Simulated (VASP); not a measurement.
Set up this calculation in VASP 6.6.1, as the native input.

| Quantity | Value |
| --- | --- |
| Task | single point |
| Functional | PBE |
| Potentials or basis | VASP PAW PBE potentials, release 64 (Sn_d, Te) |
| Cutoff | 520 eV |
| k mesh | 6 × 6 × 4 |
| Occupations | gaussian, width 0.1 eV |
| Spin | no spin polarisation |
| Dipole correction | no |
| Further INCAR settings | ALGO = Normal; EDIFF = 1e-07; NBANDS = 17 |

The structure of SnTe lies in POSCAR:

```
SnTe
1.0
    3.8625651200      0.0000000000      0.0000000000
   -1.9312825600      3.3450795100      0.0000000000
    0.0000000000      0.0000000000      6.1653715000
Sn Te
1 1
Direct
    0.6666666700      0.3333333300      0.0000000000
    0.0000000000      0.0000000000      0.5000000000
```

The cell was built from a structure type or drawn by symmetry, and may not be a known phase.

One way to write it, as run:

INCAR

```
SYSTEM = SnTe
  PREC = Accurate
  ENCUT = 520
  EDIFF = 1E-7
  ISMEAR = 0
  SIGMA = 0.1
  LREAL = .False.
  LASPH = .True.
  NELM = 60
  ALGO = Normal
  ISIF = 2
  LWAVE = .False.
  LCHARG = .False.
  GGA = PE
  NBANDS = 17
```

KPOINTS

```
regular mesh
0
Gamma
  6 6 4
  0 0 0
```

Potentials or basis: VASP PAW PBE potentials, release 64 (Sn_d, Te).

The run is started by

```sh
$ cat potpaw_PBE.64/Sn_d/POTCAR potpaw_PBE.64/Te/POTCAR > POTCAR
$ mpirun -np 1 vasp_std > vasp.out
```

Results of the run:

```
Pressure               : -7.0 GPa
Band gap on the k mesh : zero (bands 10 and 11 overlap by 2.12 eV)
```

Caveat: the cell stands under tension; spin-orbit coupling is left out, which moves the levels of the heavy elements.

It took 71 s on 1 thread of Intel Xeon 8259CL (shared host), peak memory 0.21 GiB.
